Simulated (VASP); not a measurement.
# ZnS (P6_3mc) in VASP: further runs

Runs on ZnS. Level: PBEsol. Tasks: single point.

All numbers are computed with VASP 6.6.1; they aren't measurements. Logs are shortened: lines on timing, memory, paths and dates and some standing lists are left out, and cuts for length are marked.

## 1. The cell of the first run

It takes space group P6_3mc (No. 186, hexagonal). The conventional cell has a = 3.861 Å, b = 3.861 Å, c = 6.316 Å, α = 90.00°, β = 90.00°, γ = 120.00°. Zn (site symmetry 3m) has 4 S at 2.34 to 2.43 Å within 3.1 Å. S (site symmetry 3m) has 4 Zn at 2.34 to 2.43 Å within 3.1 Å.

## 2. Single point, PBEsol (volume scaled by 1.04)

The input, INCAR:

```
PREC     = Accurate       # precision mode
ENCUT    = 520            # plane-wave cutoff, eV
EDIFF    = 1E-6           # SCF threshold, eV
ISMEAR   = -1             # smearing method
SIGMA    = 0.03           # smearing width, eV
LREAL    = False          # projectors in reciprocal space
LASPH    = True           # aspherical terms in the spheres
NELM     = 60             # most SCF steps
ALGO     = Normal         # electronic algorithm
ISIF     = 2              # what is computed and relaxed
LWAVE    = False          # write WAVECAR
LCHARG   = False          # write CHGCAR
GGA      = PS             # functional
NBANDS   = 26             # bands
```

The input, KPOINTS:

```
Automatic mesh
0
Gamma
  8 8 5
```

The input, POSCAR:

```
ZnS
1.0
    3.8611492535      0.0000000000      0.0000000000
   -1.9305746268      3.3438533413      0.0000000000
    0.0000000000      0.0000000000      6.3160357234
Zn S
2 2
Direct
    0.3333333333      0.6666666667      0.0000000000
    0.6666666667      0.3333333333      0.5000000000
    0.3333333333      0.6666666667      0.3850000000
    0.6666666667      0.3333333333      0.8850000000
```

Potentials or basis: VASP PAW PBE potentials, release 64 (Zn, S).

Command:

```console
$ cat potpaw_PBE.64/Zn/POTCAR potpaw_PBE.64/S/POTCAR > POTCAR
$ mpirun -np 1 vasp_std > vasp.out
```

OUTCAR:

```text
PREC = Accurate
   ENCUT = 520
   EDIFF = 1E-6
   ISMEAR = -1
   LREAL = False
   LASPH = True
   NELM = 60
   ISIF = 2
   GGA = PS

 ion  position               nearest neighbor table
   1  0.333  0.667  0.000-   4 2.34   4 2.34   4 2.34   3 2.43
   2  0.667  0.333  0.500-   3 2.34   3 2.34   3 2.34   4 2.43
   3  0.333  0.667  0.385-   2 2.34   2 2.34   2 2.34   1 2.43
   4  0.667  0.333  0.885-   1 2.34   1 2.34   1 2.34   2 2.43

  LATTYP: Found a hexagonal cell.
 ALAT       =     3.8611492535
 C/A-ratio  =     1.6357916539

  Lattice vectors:

 A1 = (   3.8611492535,   0.0000000000,   0.0000000000)
 A2 = (  -1.9305746268,   3.3438533413,   0.0000000000)
 A3 = (   0.0000000000,   0.0000000000,   6.3160357234)

Analysis of symmetry for initial positions (statically):
=====================================================================
 Subroutine PRICEL returns:
 Original cell was already a primitive cell.

 Routine SETGRP: Setting up the symmetry group for a
 hexagonal supercell.

 Subroutine GETGRP returns: Found 12 space group operations
 (whereof  6 operations were pure point group operations)
 out of a pool of 24 trial point group operations.

The static configuration has the point symmetry C_3v.
 The point group associated with its full space group is C_6v.

Analysis of symmetry for dynamics (positions and initial velocities):
=====================================================================
 Subroutine PRICEL returns:
 Original cell was already a primitive cell.

 Routine SETGRP: Setting up the symmetry group for a
 hexagonal supercell.

 Subroutine GETGRP returns: Found 12 space group operations
 (whereof  6 operations were pure point group operations)
 out of a pool of 24 trial point group operations.

The dynamic configuration has the point symmetry C_3v.
 The point group associated with its full space group is C_6v.

 Subroutine INISYM returns: Found 12 space group operations
 (whereof  6 operations are pure point group operations),
 and found     1 'primitive' translations

----------------------------------------------------------------------------------------

                                     Primitive cell

  volume of cell :      81.5471

  direct lattice vectors                    reciprocal lattice vectors
     3.861149253  0.000000000  0.000000000     0.258990247  0.149528089  0.000000000
    -1.930574627  3.343853341  0.000000000     0.000000000  0.299056178  0.000000000
     0.000000000  0.000000000  6.316035723     0.000000000  0.000000000  0.158327160

  length of vectors
     3.861149253  3.861149253  6.316035723     0.299056178  0.299056178  0.158327160

  position of ions in fractional coordinates (direct lattice)
     0.333333333  0.666666667  0.000000000
     0.666666667  0.333333333  0.500000000
     0.333333333  0.666666667  0.385000000
     0.666666667  0.333333333  0.885000000

  ion indices of the primitive-cell ions
   primitive index   ion index
                 1           1
                 2           2
                 3           3
                 4           4

----------------------------------------------------------------------------------------

 KPOINTS: Automatic mesh

Automatic generation of k-mesh.
 Grid dimensions read from file:
 generate k-points for:    8    8    5

 Generating k-lattice:

  Cartesian coordinates                     Fractional coordinates (reciprocal lattice)
     0.032373781  0.018691011  0.000000000     0.125000000  0.000000000  0.000000000
     0.000000000  0.037382022  0.000000000     0.000000000  0.125000000  0.000000000
     0.000000000  0.000000000  0.031665432     0.000000000  0.000000000  0.200000000

  Length of vectors
     0.037382022  0.037382022  0.031665432

  Shift w.r.t. Gamma in fractional coordinates (k-lattice)
     0.000000000  0.000000000  0.000000000

 Subroutine IBZKPT returns following result:
 ===========================================

 Found     30 irreducible k-points:

 Following reciprocal coordinates:
            Coordinates               Weight
  0.000000  0.000000  0.000000      1.000000
  0.125000  0.000000  0.000000      6.000000
  0.250000  0.000000  0.000000      6.000000
  0.375000  0.000000  0.000000      6.000000
  0.500000  0.000000  0.000000      3.000000
  0.125000  0.125000  0.000000      6.000000
[... 16 lines left out ...]
  0.250000  0.000000  0.400000     12.000000
  0.375000  0.000000  0.400000     12.000000
 [... further k-points ...]
   k-points           NKPTS =     30   k-points in BZ     NKDIM =     30   number of bands    NBANDS=     26
   number of dos      NEDOS =    301   number of ions     NIONS =      4
   total plane-waves  NPLWV =  43200
   dimension x,y,z NGX =    30 NGY =   30 NGZ =   48
   dimension x,y,z NGXF=    60 NGYF=   60 NGZF=   96
   ions per type =               2   2
   NGX,Y,Z   is equivalent  to a cutoff of  12.92, 12.92, 12.63 a.u.
   NGXF,Y,Z  is equivalent  to a cutoff of  25.83, 25.83, 25.27 a.u.
 SYSTEM =  unknown system
   PREC   = accura    normal or accurate (medium, high low for compatibility)
   ISTART =      0    job   : 0-new  1-cont  2-samecut
   ICHARG =      2    charge: 1-file 2-atom 10-const
   ISPIN  =      1    spin polarized calculation?
   LNONCOLLINEAR =      F non collinear calculations
   LSORBIT =      F    spin-orbit coupling
   LASPH  =      T    aspherical Exc in radial PAW
   ENCUT  =  520.0 eV  38.22 Ry    6.18 a.u.   7.18  7.18 11.74*2*pi/ulx,y,z
   NELM   =     60;   NELMIN=  2; NELMDL= -5     # of ELM steps
   EDIFF  = 0.1E-05   stopping-criterion for ELM
   LREAL  =      F    real-space projection
   EDIFFG = 0.1E-04   stopping-criterion for IOM
   NSW    =      0    number of steps for IOM
   IBRION =     -1    ionic relax: 0-MD 1-quasi-New 2-CG
   NFREE  =      0    steps in history (QN), initial steepest desc. (CG)
   ISIF   =      2    stress and relaxation
   ISYM   =      2    0-nonsym 1-usesym 2-fastsym
   POTIM  = 0.5000    time-step for ionic-motion
   TEBEG  =    0.0;   TEEND  =   0.0 temperature during run
   PSTRESS=    0.0 pullay stress
   NELECT =      36.0000    total number of electrons
   NUPDOWN=      -1.0000    fix difference up-down
   EMIN   =  10.00;   EMAX   =-10.00  energy-range for DOS
   EFERMI =   0.00;   METHOD = LEGACY
   ISMEAR =    -1;   SIGMA  =   0.03  broadening in eV -4-tet -1-fermi 0-gaus
   EFERMI_NEDOS =   21; number of points for ismear=-14 and -15
   IALGO  =     38    algorithm
   IMIX   =      4    mixing-type and parameters
     AMIX     =   0.40;   BMIX     =  1.00
     AMIX_MAG =   1.60;   BMIX_MAG =  1.00
  volume/ion in A,a.u.               =      20.39       137.58
  Fermi-wavevector in a.u.,A,eV,Ry     =   1.246540  2.355619 21.141574  1.553862
  Thomas-Fermi vector in A             =   2.380713
   LORBIT       =      0    0 simple, 1 ext, 2 COOP (PROOUT), +10 PAW based schemes
   GGA     = PS    functional components
   LHFCALC =     F    Hartree Fock is set to
   AEXX    =    0.0000 exact exchange contribution
   IVDW    =     0    specifies the selected vdW correction
   LEPSILON=     F    determine dielectric tensor
   LRPA    =     F    only Hartree local field effects (RPA)
 non-spin polarized calculation
  energy-cutoff  :      520.00
  volume of cell :       81.55
 maximum number of plane-waves:      2208
 NGX is ok and might be reduce to    30
   NGX = 15   NGY = 15   NGZ = 23

 number of electron      36.0000027 magnetization

 Free energy of the ion-electron system (eV)
  ---------------------------------------------------
  ext. energy  EPLUGINS =         0.00000000
  ---------------------------------------------------
  free energy    TOTEN  =       -15.09415814 eV

  energy without entropy =      -15.09415814  energy(sigma->0) =      -15.09415814

 E-fermi :   2.3334     XC(G=0):  -9.6862

 val. band max:        1.7183092211   @ k =   0.0000   0.0000   0.0000
 cond. band min:       3.6519653575   @ k =   0.0000   0.0000   0.0000
 fundamental gap:      1.9336561364
 Fermi energy:         2.3333629380

 k-point     1 :       0.0000    0.0000    0.0000
  band No.  band energies     occupation
      1     -11.2285      2.00000
      2     -10.3585      2.00000
      3      -4.5392      2.00000
      4      -4.5392      2.00000
      5      -4.4798      2.00000
      6      -4.4798      2.00000
[... 18 lines left out ...]
     25       9.2351      0.00000
     26      10.6587      0.00000

 k-point     2 :       0.1250    0.0000    0.0000
  band No.  band energies     occupation
      1     -11.1277      2.00000
      2     -10.3009      2.00000
      3      -4.5458      2.00000
      4      -4.5160      2.00000
      5      -4.4723      2.00000
      6      -4.4499      2.00000
[... 18 lines left out ...]
     25       9.6993      0.00000
     26      10.1071      0.00000

 k-point     3 :       0.2500    0.0000    0.0000
  band No.  band energies     occupation
      1     -10.8578      2.00000
      2     -10.1665      2.00000
      3      -4.5427      2.00000
      4      -4.4645      2.00000
      5      -4.4479      2.00000
      6      -4.3742      2.00000
[... 18 lines left out ...]
     25       9.9570      0.00000
     26      10.4546      0.00000

 k-point     4 :       0.3750    0.0000    0.0000
  band No.  band energies     occupation
      1     -10.5258      2.00000
      2     -10.0577      2.00000
      3      -4.5113      2.00000
      4      -4.4235      2.00000
      5      -4.3819      2.00000
      6      -4.2948      2.00000
[... 18 lines left out ...]
     25      10.2757      0.00000
     26      11.6702      0.00000

 k-point     5 :       0.5000    0.0000    0.0000
  band No.  band energies     occupation
      1     -10.3451      2.00000
      2     -10.0433      2.00000
      3      -4.4981      2.00000
      4      -4.4106      2.00000
      5      -4.2925      2.00000
      6      -4.2618      2.00000
[... 18 lines left out ...]
     25      10.5310      0.00000
     26      12.7321      0.00000

 k-point     6 :       0.1250    0.1250    0.0000
  band No.  band energies     occupation
      1     -10.9417      2.00000
      2     -10.2047      2.00000
      3      -4.5379      2.00000
      4      -4.4866      2.00000
      5      -4.4396      2.00000
      6      -4.4284      2.00000
[... 427 lines left out ...]
 k-point    21 :       0.0000    0.0000    0.4000
  band No.  band energies     occupation
      1     -10.9586      2.00000
      2     -10.6922      2.00000
      3      -4.5243      2.00000
      4      -4.5243      2.00000
      5      -4.5060      2.00000
      6      -4.5060      2.00000
[... 18 lines left out ...]
     25       8.5758      0.00000
     26       8.8920      0.00000

 k-point    22 :       0.1250    0.0000    0.4000
  band No.  band energies     occupation
      1     -10.8686      2.00000
      2     -10.6150      2.00000
      3      -4.5363      2.00000
      4      -4.5093      2.00000
      5      -4.4984      2.00000
      6      -4.4781      2.00000
[... 18 lines left out ...]
     25       9.0085      0.00000
     26       9.2556      0.00000

 k-point    23 :       0.2500    0.0000    0.4000
  band No.  band energies     occupation
      1     -10.6340      2.00000
      2     -10.4209      2.00000
      3      -4.5378      2.00000
      4      -4.5015      2.00000
      5      -4.4370      2.00000
      6      -4.4091      2.00000
[... 18 lines left out ...]
     25       9.4556      0.00000
     26      10.0370      0.00000

 k-point    24 :       0.3750    0.0000    0.4000
  band No.  band energies     occupation
      1     -10.3642      2.00000
      2     -10.2190      2.00000
      3      -4.5166      2.00000
      4      -4.4763      2.00000
      5      -4.3804      2.00000
      6      -4.3402      2.00000
[... 18 lines left out ...]
     25      10.4580      0.00000
     26      10.9544      0.00000

 [... further k-points ...]

------------------------ aborting loop because EDIFF is reached ----------------------------------------

  FORCE on cell =-STRESS in cart. coord.  units (eV):
  Direction    XX          YY          ZZ          XY          YZ          ZX
  --------------------------------------------------------------------------------------
  -------------------------------------------------------------------------------------
  Total       -1.6795065     -1.6795065     -2.3441872      0.0000000     -0.0000000      0.0000000
  in kB      -32.9977163    -32.9977163    -46.0568766      0.0000000     -0.0000000      0.0000000
  external PRESSURE =     -37.3507697 kB  Pullay stress =       0.0000000 kB

 VOLUME and BASIS-vectors are now :
 -----------------------------------------------------------------------------
  energy-cutoff  :      520.00
  volume of cell :       81.55
      direct lattice vectors                 reciprocal lattice vectors
     3.861149253  0.000000000  0.000000000     0.258990247  0.149528089  0.000000000
    -1.930574627  3.343853341  0.000000000     0.000000000  0.299056178  0.000000000
     0.000000000  0.000000000  6.316035723     0.000000000  0.000000000  0.158327160

 POSITION                                       TOTAL-FORCE (eV/Angst)
 -----------------------------------------------------------------------------------
     -0.00000      2.22924      0.00000        -0.000000     -0.000000      0.264015
      1.93057      1.11462      3.15802         0.000000      0.000000      0.264015
     -0.00000      2.22924      2.43167         0.000000     -0.000000     -0.264015
      1.93057      1.11462      5.58969        -0.000000      0.000000     -0.264015
 -----------------------------------------------------------------------------------
    total drift:                               -0.000000     -0.000000     -0.000076

  FREE ENERGIE OF THE ION-ELECTRON SYSTEM (eV)
  ---------------------------------------------------
  free  energy   TOTEN  =       -15.0941581396 eV

  energy  without entropy=      -15.0941581396  energy(sigma->0) =      -15.09415814
```

Run time: 26 s. Hardware: 1 thread of Intel Xeon 6975P-C (Granite Rapids), shared host; peak memory 0.21 GiB.

Results:

- Free energy: -15.0942 eV
- Pressure: -3.7 GPa
- Largest force: 0.264 eV/Å
- Band gap on the k mesh: 1.93 eV, direct

Forces in eV/Å, atoms in the order of the input:
```
Zn   0.000  0.000  0.264
Zn   0.000  0.000  0.264
S    0.000  0.000 -0.264
S    0.000  0.000 -0.264
```

Stress tensor (GPa, compression positive):
```
-3.30  0.00  0.00
 0.00 -3.30  0.00
 0.00  0.00 -4.61
```

Caveat: the PAW data sets were made with another functional, which shifts forces and pressure a little.

## 3. Single point, PBEsol (volume scaled by 1.06)

The input, INCAR:

```
ALGO     = Normal         # electronic algorithm
EDIFF    = 1E-6           # SCF threshold, eV
ENCUT    = 520            # plane-wave cutoff, eV
GGA      = PS             # functional
ISIF     = 2              # what is computed and relaxed
ISMEAR   = -1             # smearing method
LASPH    = T              # aspherical terms in the spheres
LCHARG   = F              # write CHGCAR
LREAL    = F              # projectors in reciprocal space
LWAVE    = F              # write WAVECAR
NBANDS   = 26             # bands
NELM     = 80             # most SCF steps
PREC     = Accurate       # precision mode
SIGMA    = 0.03           # smearing width, eV
```

The input, KPOINTS:

```
k-points
0
Gamma
  8 8 5
```

The input, POSCAR:

```
ZnS
1.0
    3.8857432240      0.0000000000      0.0000000000
   -1.9428716120      3.3651523445      0.0000000000
    0.0000000000      0.0000000000      6.3562663350
Zn S
2 2
Direct
    0.3333333333      0.6666666667      0.0000000000
    0.6666666667      0.3333333333      0.5000000000
    0.3333333333      0.6666666667      0.3850000000
    0.6666666667      0.3333333333      0.8850000000
```

Potentials or basis: VASP PAW PBE potentials, release 64 (Zn, S).

Command:

```console
$ cat potpaw_PBE.64/Zn/POTCAR potpaw_PBE.64/S/POTCAR > POTCAR
$ mpirun -np 1 vasp_std > vasp.out
```

Wall time 29 s (1 thread of Intel Xeon 6975P-C (Granite Rapids), shared host); peak memory 0.22 GiB.

It converged, with:

| Property | Result |
| --- | --- |
| Free energy | -15.0524 eV |
| Pressure | -4.9 GPa |
| Largest force | 0.244 eV/Å |
| Band gap on the k mesh | 1.85 eV, direct |

Forces in eV/Å, atoms in the order of the input:
```
Zn   0.000  0.000  0.244
Zn   0.000  0.000  0.244
S    0.000  0.000 -0.244
S    0.000  0.000 -0.244
```

Stress tensor (GPa, compression positive):
```
-4.49  0.00  0.00
 0.00 -4.49  0.00
 0.00  0.00 -5.57
```

Levels at points of the mesh, in eV from the valence-band top:
```
           k point  band 16  band 17  band 18  band 19  band 20  band 21
(0.00, 0.00, 0.00)    -0.03    -0.03     0.00     1.85     2.76     6.23
(0.50, 0.00, 0.00)    -2.09    -1.45    -0.92     3.52     4.00     5.08
```

Caveat: the PAW data sets were made with another functional, which shifts forces and pressure a little.

(Continued in part 2 of 2.)
